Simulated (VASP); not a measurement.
Set up this calculation in VASP 6.6.1, as the native input.

```yaml
Task: single point
Functional: LDA
Potentials_or_basis: VASP PAW LDA potentials, release 64 (Sn_d, Se)
Cutoff: 520 eV
k_mesh: 6 × 6 × 2
Occupations: gaussian, width 0.01 eV
Spin: no spin polarisation
Dipole_correction: no
Further_INCAR_settings: ALGO = Normal; EDIFF = 1e-07; NBANDS = 28
```

The structure of SnSe lies in POSCAR:

```
SnSe
1.0
    4.2853300000      0.0000000000      0.0000000000
    0.0000000000      4.2853300000      0.0000000000
    0.0000000000      0.0000000000     10.9906900000
Sn Se
2 2
Direct
    0.5000000000      0.0000000000      0.3722300000
    0.0000000000      0.5000000000      0.6277700000
    0.5000000000      0.0000000000      0.6183146525
    0.0000000000      0.5000000000      0.3839600000
```

One way to write it, as run:

INCAR

```
SYSTEM = SnSe
PREC     = Accurate       ! precision mode
ENCUT    = 520            ! plane-wave cutoff, eV
EDIFF    = 1E-7           ! SCF threshold, eV
ISMEAR   = 0              ! smearing method
SIGMA    = 0.01           ! smearing width, eV
LREAL    = .FALSE.        ! projectors in reciprocal space
LASPH    = .TRUE.         ! aspherical terms in the spheres
NELM     = 80             ! most SCF steps
ALGO     = Normal         ! electronic algorithm
ISIF     = 2              ! what is computed and relaxed
LWAVE    = .FALSE.        ! write WAVECAR
LCHARG   = .TRUE.         ! write CHGCAR
GGA      = CA             ! functional
LELF     = .TRUE.         ! ELF
LVHAR    = .TRUE.       
NBANDS   = 28             ! bands
```

KPOINTS

```
Automatic mesh
0
G
  6 6 2
  0 0 0
```

Potentials or basis: VASP PAW LDA potentials, release 64 (Sn_d, Se).

The run is started by

```bash
$ cat potpaw_LDA.64/Sn_d/POTCAR potpaw_LDA.64/Se/POTCAR > POTCAR
$ mpirun -np 1 vasp_std > vasp.out
```

Results of the run:

| Item | Value |
| --- | --- |
| Largest force | 0.352 eV/Å |
| Band gap on the k mesh | 1.47 eV |

Caveat: spin-orbit coupling is left out, which moves the levels of the heavy elements.

Wall time 71 s on 1 thread of Intel(R) Xeon(R) Platinum 8488C (Sapphire Rapids) (shared host), peak memory 0.28 GiB.
